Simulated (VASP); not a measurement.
Write the native input for VASP 6.6.1 that does the following.

| Property | Result |
| --- | --- |
| Task | relaxation of cell and atoms |
| Functional | revPBE |
| Potentials or basis | VASP PAW PBE potentials, release 64 (Ni) |
| Cutoff | 600 eV |
| k mesh | 9 × 9 × 13 |
| Occupations | fermi-dirac, width 0.1 eV |
| Spin | no spin polarisation |
| Dipole correction | no |
| Further INCAR settings | ALGO = Normal; EDIFF = 1e-06; IBRION = 2; EDIFFG = -0.01; NSW = 80; ISIF = 3 |

The structure of Ni lies in POSCAR:

```
Ni
1.0
    3.9540713024      0.0000000000      0.0000000000
   -1.9770356512      3.4243261962      0.0000000000
    0.0000000000      0.0000000000      2.4238457083
Ni
3
Direct
    0.0000000000      0.0000000000      0.0000000000
    0.3333333333      0.6666666667      0.5000000000
    0.6666666667      0.3333333333      0.5000000000
```

One way to write it, as run:

INCAR

```
PREC = Accurate ; ENCUT = 600
EDIFF = 1E-6 ; ISMEAR = -1
SIGMA = 0.1 ; LREAL = False
LASPH = True ; NELM = 100
ALGO = Normal ; ISIF = 3
LWAVE = False ; LCHARG = False
GGA = RE ; IBRION = 2
NSW = 80 ; EDIFFG = -0.01
```

KPOINTS

```
Automatic mesh
0
Gamma
  9 9 13
```

Potentials or basis: VASP PAW PBE potentials, release 64 (Ni).

Command:

```bash
$ cat potpaw_PBE.64/Ni/POTCAR > POTCAR
$ mpirun -np 1 vasp_std > vasp.out
```

It gave:

* Relaxed volume: 11.30 Å³/atom
* Relaxed cell: a = 4.023 Å, b = 4.023 Å, c = 2.419 Å, α = 90.00°, β = 90.00°, γ = 120.00°
* Space group after relaxing (to 0.05 Å): P6/mmm (No. 191)
* Energy gained by relaxing: 9.5 meV/atom
* Ionic steps: 8
* Pressure after relaxing: 0.0 GPa
* Band gap on the k mesh: zero (band 15 reaches 9.16 eV, above the bottom of band 16 at 8.62 eV)

Caveat: the PAW data sets were made with another functional, which shifts forces and pressure a little; the run has no spin polarisation, though such a crystal can be magnetic.

Run time: 5.6 min on 1 thread of AMD EPYC 7R13 Processor (Zen 3), with other jobs on the host, peak memory 0.16 GiB.
